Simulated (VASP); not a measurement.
# Ti2Al (Fm-3m) in VASP: further runs

Runs on Ti2Al. Level: PBE. Tasks: single point, relaxation of cell and atoms.

Program: VASP 6.6.1. These are calculated values, not measurements. Logs are shortened: lines on timing, memory, paths and dates and some standing lists are left out, and cuts for length are marked.

## Step 1: The cell of the first run

Symmetry: Fm-3m, No. 225, cubic system. The conventional cell has a = 6.183 Å, b = 6.183 Å, c = 6.183 Å, α = 90.00°, β = 90.00°, γ = 90.00°. Ti (site symmetry -43m) has 4 Al at 2.68 Å and 6 Ti at 3.09 Å within 3.5 Å. Al (site symmetry m-3m) has 8 Ti at 2.68 Å within 3.5 Å.

The cell was built from a structure type or drawn by symmetry, and may not be a known phase.

## Step 2: Single point, PBE, collinear spin

File INCAR:

```
PREC = Accurate
ENCUT = 520
EDIFF = 1E-6
ISMEAR = 0
SIGMA = 0.1
LREAL = False
LASPH = True
NELM = 150
ALGO = Normal
ISIF = 2
LWAVE = False
LCHARG = False
ISPIN = 2
MAGMOM = 1 1 0
LORBIT = 11
LMAXMIX = 4
GGA = PE
NBANDS = 24
```

File KPOINTS:

```
Automatic mesh
0
Gamma
  6 6 6
```

File POSCAR:

```
Ti2Al
1.0
    0.0000000000      3.0912951057      3.0912951057
    3.0912951057      0.0000000000      3.0912951057
    3.0912951057      3.0912951057      0.0000000000
Ti Al
2 1
Direct
    0.2500000000      0.2500000000      0.2500000000
    0.7500000000      0.7500000000      0.7500000000
    0.0000000000      0.0000000000      0.0000000000
```

Potentials or basis: VASP PAW PBE potentials, release 64 (Ti_sv, Al).

Run with:

```sh
> cat potpaw_PBE.64/Ti_sv/POTCAR potpaw_PBE.64/Al/POTCAR > POTCAR
> mpirun -np 1 vasp_std > vasp.out
```

OUTCAR:

```text
PREC = Accurate
   ENCUT = 520
   EDIFF = 1E-6
   ISMEAR = 0
   LREAL = False
   LASPH = True
   NELM = 150
   ISIF = 2
   ISPIN = 2
   LORBIT = 11
   GGA = PE

 ion  position               nearest neighbor table
   1  0.250  0.250  0.250-   3 2.68   3 2.68   3 2.68   3 2.68
   2  0.750  0.750  0.750-   3 2.68   3 2.68   3 2.68   3 2.68
   3  0.000  0.000  0.000-   2 2.68   2 2.68   2 2.68   1 2.68   2 2.68   1 2.68   1 2.68   1 2.68

  LATTYP: Found a face centered cubic cell.
 ALAT       =     6.1825902114

  Lattice vectors:

 A1 = (   0.0000000000,   3.0912951057,   3.0912951057)
 A2 = (   3.0912951057,   0.0000000000,   3.0912951057)
 A3 = (   3.0912951057,   3.0912951057,   0.0000000000)

Analysis of symmetry for initial positions (statically):
=====================================================================
 Subroutine PRICEL returns:
 Original cell was already a primitive cell.

 Routine SETGRP: Setting up the symmetry group for a
 face centered cubic supercell.

 Subroutine GETGRP returns: Found 48 space group operations
 (whereof 48 operations were pure point group operations)
 out of a pool of 48 trial point group operations.

The static configuration has the point symmetry O_h .

Analysis of symmetry for dynamics (positions and initial velocities):
=====================================================================
 Subroutine PRICEL returns:
 Original cell was already a primitive cell.

 Routine SETGRP: Setting up the symmetry group for a
 face centered cubic supercell.

 Subroutine GETGRP returns: Found 48 space group operations
 (whereof 48 operations were pure point group operations)
 out of a pool of 48 trial point group operations.

The dynamic configuration has the point symmetry O_h .

Analysis of structural, dynamic, and magnetic symmetry:
=====================================================================
 Subroutine PRICEL returns:
 Original cell was already a primitive cell.

 Routine SETGRP: Setting up the symmetry group for a
 face centered cubic supercell.

 Subroutine GETGRP returns: Found 48 space group operations
 (whereof 48 operations were pure point group operations)
 out of a pool of 48 trial point group operations.

The overall configuration has the point symmetry O_h .

 Subroutine INISYM returns: Found 48 space group operations
 (whereof 48 operations are pure point group operations),
 and found     1 'primitive' translations

----------------------------------------------------------------------------------------

                                     Primitive cell

  volume of cell :      59.0815

  direct lattice vectors                    reciprocal lattice vectors
     0.000000000  3.091295106  3.091295106    -0.161744506  0.161744506  0.161744506
     3.091295106  0.000000000  3.091295106     0.161744506 -0.161744506  0.161744506
     3.091295106  3.091295106  0.000000000     0.161744506  0.161744506 -0.161744506

  length of vectors
     4.371751464  4.371751464  4.371751464     0.280149702  0.280149702  0.280149702

  position of ions in fractional coordinates (direct lattice)
     0.250000000  0.250000000  0.250000000
     0.750000000  0.750000000  0.750000000
     0.000000000  0.000000000  0.000000000

  ion indices of the primitive-cell ions
   primitive index   ion index
                 1           1
                 2           2
                 3           3

----------------------------------------------------------------------------------------

 KPOINTS: Automatic mesh

Automatic generation of k-mesh.
 Grid dimensions read from file:
 generate k-points for:    6    6    6

 Generating k-lattice:

  Cartesian coordinates                     Fractional coordinates (reciprocal lattice)
    -0.026957418  0.026957418  0.026957418     0.166666667  0.000000000  0.000000000
     0.026957418 -0.026957418  0.026957418     0.000000000  0.166666667  0.000000000
     0.026957418  0.026957418 -0.026957418     0.000000000  0.000000000  0.166666667

  Length of vectors
     0.046691617  0.046691617  0.046691617

  Shift w.r.t. Gamma in fractional coordinates (k-lattice)
     0.000000000  0.000000000  0.000000000

 Subroutine IBZKPT returns following result:
 ===========================================

 Found     16 irreducible k-points:

 Following reciprocal coordinates:
            Coordinates               Weight
  0.000000  0.000000  0.000000      1.000000
  0.166667  0.000000  0.000000      8.000000
  0.333333  0.000000  0.000000      8.000000
  0.500000  0.000000  0.000000      4.000000
  0.166667  0.166667  0.000000      6.000000
  0.333333  0.166667  0.000000     24.000000
[... 8 lines left out ...]
 -0.333333  0.333333  0.166667     24.000000
 -0.333333  0.500000  0.166667     12.000000
   k-points           NKPTS =     16   k-points in BZ     NKDIM =     16   number of bands    NBANDS=     24
   number of dos      NEDOS =    301   number of ions     NIONS =      3
   total plane-waves  NPLWV =  46656
   dimension x,y,z NGX =    36 NGY =   36 NGZ =   36
   dimension x,y,z NGXF=    72 NGYF=   72 NGZF=   72
   ions per type =               2   1
   NGX,Y,Z   is equivalent  to a cutoff of  13.69, 13.69, 13.69 a.u.
   NGXF,Y,Z  is equivalent  to a cutoff of  27.38, 27.38, 27.38 a.u.
 SYSTEM =  unknown system
   PREC   = accura    normal or accurate (medium, high low for compatibility)
   ISTART =      0    job   : 0-new  1-cont  2-samecut
   ICHARG =      2    charge: 1-file 2-atom 10-const
   ISPIN  =      2    spin polarized calculation?
   LNONCOLLINEAR =      F non collinear calculations
   LSORBIT =      F    spin-orbit coupling
   LASPH  =      T    aspherical Exc in radial PAW
   ENCUT  =  520.0 eV  38.22 Ry    6.18 a.u.   8.13  8.13  8.13*2*pi/ulx,y,z
   NELM   =    150;   NELMIN=  2; NELMDL= -5     # of ELM steps
   EDIFF  = 0.1E-05   stopping-criterion for ELM
   LREAL  =      F    real-space projection
[... 7 lines left out ...]
   TEBEG  =    0.0;   TEEND  =   0.0 temperature during run
   PSTRESS=    0.0 pullay stress
   NELECT =      27.0000    total number of electrons
   NUPDOWN=      -1.0000    fix difference up-down
   EMIN   =  10.00;   EMAX   =-10.00  energy-range for DOS
   EFERMI =   0.00;   METHOD = LEGACY
   ISMEAR =     0;   SIGMA  =   0.10  broadening in eV -4-tet -1-fermi 0-gaus
   EFERMI_NEDOS =   21; number of points for ismear=-14 and -15
   IALGO  =     38    algorithm
   IMIX   =      4    mixing-type and parameters
     AMIX     =   0.40;   BMIX     =  1.00
     AMIX_MAG =   1.60;   BMIX_MAG =  1.00
  volume/ion in A,a.u.               =      19.69       132.90
  Fermi-wavevector in a.u.,A,eV,Ry     =   1.260992  2.382929 21.634631  1.590101
  Thomas-Fermi vector in A             =   2.394474
   LORBIT       =     11    0 simple, 1 ext, 2 COOP (PROOUT), +10 PAW based schemes
   GGA     = PE    functional components
   LHFCALC =     F    Hartree Fock is set to
   AEXX    =    0.0000 exact exchange contribution
   IVDW    =     0    specifies the selected vdW correction
   LEPSILON=     F    determine dielectric tensor
   LRPA    =     F    only Hartree local field effects (RPA)
 spin polarized calculation
 Gauss-broadening in eV      SIGMA  =   0.10
  energy-cutoff  :      520.00
  volume of cell :       59.08
 maximum number of plane-waves:      1639
 NGX is ok and might be reduce to    36
   NGX = 17   NGY = 17   NGZ = 17

 number of electron      27.0000003 magnetization       0.0013208

 Free energy of the ion-electron system (eV)
  ---------------------------------------------------
  ext. energy  EPLUGINS =         0.00000000
  ---------------------------------------------------
  free energy    TOTEN  =       -18.56725442 eV

  energy without entropy =      -18.55069249  energy(sigma->0) =      -18.55897346

 E-fermi :   6.1713     XC(G=0): -10.3306

 val. band max:        6.1696795928   @ k =  -0.3333   0.5000   0.1667
 cond. band min:       6.2476337890   @ k =   0.3333   0.3333   0.0000
 fundamental gap:      0.0779541962
 Fermi energy:         6.1712932194

 spin component 1

 k-point     1 :       0.0000    0.0000    0.0000
  band No.  band energies     occupation
      1     -50.7073      1.00000
      2     -50.6497      1.00000
      3     -27.0031      1.00000
      4     -27.0031      1.00000
      5     -27.0031      1.00000
      6     -26.8491      1.00000
[... 16 lines left out ...]
     23      11.6851      0.00000
     24      13.1841      0.00000
[... 381 lines left out ...]
      1     -50.6828      1.00000
      2     -50.6732      1.00000
      3     -27.0476      1.00000
      4     -27.0336      1.00000
      5     -26.9786      1.00000
      6     -26.8809      1.00000
[... 16 lines left out ...]
     23      13.5674      0.00000
     24      13.8214      0.00000
 Fermi energy:         6.1712932194

 spin component 2

 k-point     1 :       0.0000    0.0000    0.0000
  band No.  band energies     occupation
      1     -50.7068      1.00000
      2     -50.6492      1.00000
      3     -27.0026      1.00000
      4     -27.0026      1.00000
      5     -27.0026      1.00000
      6     -26.8487      1.00000
[... 16 lines left out ...]
     23      11.6851      0.00000
     24      13.1841      0.00000
[... 382 lines left out ...]
      2     -50.6727      1.00000
      3     -27.0471      1.00000
      4     -27.0331      1.00000
      5     -26.9781      1.00000
      6     -26.8804      1.00000
[... 16 lines left out ...]
     23      13.5678      0.00000
     24      13.8215      0.00000

------------------------ aborting loop because EDIFF is reached ----------------------------------------

  FORCE on cell =-STRESS in cart. coord.  units (eV):
  Direction    XX          YY          ZZ          XY          YZ          ZX
  --------------------------------------------------------------------------------------
  -------------------------------------------------------------------------------------
  Total       -0.0284793     -0.0284793     -0.0284793     -0.0000000      0.0000000     -0.0000000
  in kB       -0.7723047     -0.7723047     -0.7723047     -0.0000000      0.0000000     -0.0000000
  external PRESSURE =      -0.7723047 kB  Pullay stress =       0.0000000 kB

 VOLUME and BASIS-vectors are now :
 -----------------------------------------------------------------------------
  energy-cutoff  :      520.00
  volume of cell :       59.08
      direct lattice vectors                 reciprocal lattice vectors
     0.000000000  3.091295106  3.091295106    -0.161744506  0.161744506  0.161744506
     3.091295106  0.000000000  3.091295106     0.161744506 -0.161744506  0.161744506
     3.091295106  3.091295106  0.000000000     0.161744506  0.161744506 -0.161744506

 POSITION                                       TOTAL-FORCE (eV/Angst)
 -----------------------------------------------------------------------------------
      1.54565      1.54565      1.54565         0.000000      0.000000      0.000000
      4.63694      4.63694      4.63694        -0.000000     -0.000000     -0.000000
      0.00000      0.00000      0.00000         0.000000      0.000000     -0.000000
 -----------------------------------------------------------------------------------
    total drift:                                0.000000      0.000000      0.000000

  FREE ENERGIE OF THE ION-ELECTRON SYSTEM (eV)
  ---------------------------------------------------
  free  energy   TOTEN  =       -18.5672544228 eV

  energy  without entropy=      -18.5506924942  energy(sigma->0) =      -18.55897346

 total charge

# of ion       s       p       d       tot
------------------------------------------
    1        2.206   6.093   1.859  10.158
    2        2.206   6.093   1.859  10.158
    3        0.459   0.481   0.000   0.940
--------------------------------------------------
tot          4.871  12.667   3.718  21.256

 magnetization (x)

# of ion       s       p       d       tot
------------------------------------------
    1        0.000   0.000   0.000   0.000
    2        0.000   0.000   0.000   0.000
    3       -0.000  -0.000   0.000  -0.000
--------------------------------------------------
tot          0.000  -0.000   0.001   0.001
```

Wall time 2 min (1 thread of Intel Xeon 8259CL, shared host); peak memory 0.25 GiB.

Results:

| Quantity | Value |
| --- | --- |
| Free energy | -18.5673 eV |
| Pressure | -0.1 GPa |
| Net moment | 0.00 μB per cell |
| Valence electrons inside the program's atomic spheres | Ti 10.16; Al 0.94 |

Levels at points of the mesh, in eV from the Fermi level:
Spin up:
| k point | band 11 | band 12 | band 13 | band 14 | band 15 | band 16 | band 17 | band 18 |
| --- | --- | --- | --- | --- | --- | --- | --- | --- |
| (0.00, 0.00, 0.00) | -1.61 | -1.61 | -0.81 | -0.81 | 2.23 | 2.23 | 2.23 | 3.12 |
| (0.50, 0.00, 0.00) | -0.89 | -0.89 | 0.23 | 0.23 | 1.07 | 1.07 | 1.12 | 1.17 |
| (0.50, 0.50, 0.00) | -1.16 | -0.55 | -0.20 | -0.09 | -0.09 | 1.32 | 1.32 | 1.76 |
Spin down:
| k point | band 10 | band 11 | band 12 | band 13 | band 14 | band 15 | band 16 | band 17 | band 18 | band 19 |
| --- | --- | --- | --- | --- | --- | --- | --- | --- | --- | --- |
| (0.00, 0.00, 0.00) | -1.61 | -1.61 | -1.61 | -0.81 | -0.81 | 2.23 | 2.23 | 2.23 | 3.12 | 3.12 |
| (0.50, 0.00, 0.00) | -3.11 | -0.89 | -0.89 | 0.23 | 0.23 | 1.07 | 1.07 | 1.12 | 1.17 | 1.17 |
| (0.50, 0.50, 0.00) | -3.28 | -1.15 | -0.55 | -0.20 | -0.09 | -0.09 | 1.32 | 1.32 | 1.76 | 1.76 |

## Step 3: Single point, PBE

File INCAR:

```
SYSTEM = Ti2Al
PREC     = Accurate       ! precision mode
ENCUT    = 520            ! plane-wave cutoff, eV
EDIFF    = 1E-6           ! SCF threshold, eV
ISMEAR   = 0              ! smearing method
SIGMA    = 0.1            ! smearing width, eV
LREAL    = .FALSE.        ! projectors in reciprocal space
LASPH    = .TRUE.         ! aspherical terms in the spheres
NELM     = 100            ! most SCF steps
ALGO     = Normal         ! electronic algorithm
ISIF     = 2              ! what is computed and relaxed
LWAVE    = .FALSE.        ! write WAVECAR
LCHARG   = .FALSE.        ! write CHGCAR
GGA      = PE             ! functional
NBANDS   = 20             ! bands
```

File KPOINTS:

```
Automatic mesh
0
G
  14 14 14
  0 0 0
```

File POSCAR:

```
Ti2Al
1.0
    0.0000000000      3.0896570568      3.0896570568
    3.0896570568      0.0000000000      3.0896570568
    3.0896570568      3.0896570568      0.0000000000
Ti Al
2 1
Direct
    0.2500000000      0.2500000000      0.2500000000
    0.7500000000      0.7500000000      0.7500000000
    0.0000000000      0.0000000000      0.0000000000
```

Potentials or basis: VASP PAW PBE potentials, release 64 (Ti_sv, Al).

Run with:

```sh
> cat potpaw_PBE.64/Ti_sv/POTCAR potpaw_PBE.64/Al/POTCAR > POTCAR
> mpirun -np 1 vasp_std > vasp.out
```

It took 2.4 min on 1 thread of Intel Xeon 8259CL, shared host; peak memory 0.25 GiB.

It converged, with:

```yaml
Free_energy: -18.5663 eV
Pressure: 0.0 GPa
Band_gap_on_the_k_mesh: zero (an odd number of electrons rules out a gap without spin polarisation)
```

Levels at points of the mesh, in eV from the Fermi level:
```csv
k point,band 10,band 11,band 12,band 13,band 14,band 15,band 16,band 17,band 18,band 19
"(0.00, 0.00, 0.00)",-1.61,-1.61,-1.61,-0.80,-0.80,2.24,2.24,2.24,3.13,3.13
"(0.50, 0.00, 0.00)",-3.11,-0.89,-0.89,0.23,0.23,1.08,1.08,1.13,1.18,1.18
"(0.50, 0.50, 0.00)",-3.28,-1.15,-0.54,-0.19,-0.08,-0.08,1.33,1.33,1.77,1.77
```

## Step 4: Relaxation of cell and atoms, PBE

File INCAR:

```
SYSTEM = Ti2Al
PREC = Accurate
ENCUT = 600
EDIFF = 1E-6
ISMEAR = 0
SIGMA = 0.1
LREAL = .FALSE.
LASPH = .TRUE.
NELM = 80
ALGO = Fast
ISIF = 3
LWAVE = .FALSE.
LCHARG = .FALSE.
GGA = PE
IBRION = 2
NSW = 100
EDIFFG = -0.01
```

File KPOINTS:

```
regular mesh
0
G
  14 14 14
  0 0 0
```

File POSCAR:

```
Ti2Al
1.0
    0.0000000000      3.0912951057      3.0912951057
    3.0912951057      0.0000000000      3.0912951057
    3.0912951057      3.0912951057      0.0000000000
Ti Al
2 1
Direct
    0.2500000000      0.2500000000      0.2500000000
    0.7500000000      0.7500000000      0.7500000000
    0.0000000000      0.0000000000      0.0000000000
```

Run with:

```sh
> cat potpaw_PBE.64/Ti_sv/POTCAR potpaw_PBE.64/Al/POTCAR > POTCAR
> mpirun -np 1 vasp_std > vasp.out
```

It took 16 min on 1 thread of Intel Xeon 8259CL, shared host; peak memory 0.3 GiB.

Results (log left out):

- Free energy: -18.5663 eV
- Relaxed volume: 19.66 Å³/atom
- Relaxed cell: a = 4.369 Å, b = 4.369 Å, c = 4.369 Å, α = 60.00°, β = 60.00°, γ = 60.00°
- Space group after relaxing (to 0.1 Å): Fm-3m (No. 225)
- Energy gained by relaxing: 0.0 meV/atom
- Ionic steps: 2
- Pressure after relaxing: 0.0 GPa
- Band gap on the k mesh: zero (an odd number of electrons rules out a gap without spin polarisation)

Final structure:
```xyz
3
Lattice="0.0000 3.0895 3.0895 3.0895 0.0000 3.0895 3.0895 3.0895 0.0000" Properties=species:S:1:pos:R:3 pbc="T T T"
Ti    1.5448    1.5448    1.5448
Ti    4.6343    4.6343    4.6343
Al    6.1790    6.1790    6.1790
```

Levels at points of the mesh, in eV from the Fermi level:
| k point | band 12 | band 13 | band 14 | band 15 | band 16 | band 17 |
| --- | --- | --- | --- | --- | --- | --- |
| (0.00, 0.00, 0.00) | -1.61 | -0.80 | -0.80 | 2.24 | 2.24 | 2.25 |
| (0.50, 0.00, 0.00) | -0.89 | 0.23 | 0.23 | 1.08 | 1.13 | 1.23 |
| (0.50, 0.50, 0.00) | -0.54 | -0.19 | -0.08 | -0.08 | 1.33 | 1.34 |

## Step 5: The runs side by side

```csv
task,spin,cell,k mesh,cutoff (eV),gap on the mesh (eV),pressure (GPa)
single point,collinear,"a = 4.372 Å, angles 60.0°, 3 atoms",6 × 6 × 6,520,none,-0.1
single point,off,"a = 4.369 Å, angles 60.0°, 3 atoms",14 × 14 × 14,520,none,0.0
relaxation of cell and atoms,off,"relaxed from a = 4.372 Å, angles 60.0°, 3 atoms",14 × 14 × 14,600,none,0.0
```

Alike in all rows: level PBE; potentials or basis VASP PAW PBE potentials, release 64 (Ti_sv, Al); smearing gaussian 0.1 eV.

Total energies depend on the potentials used, so only differences within one code and one set of settings carry meaning.
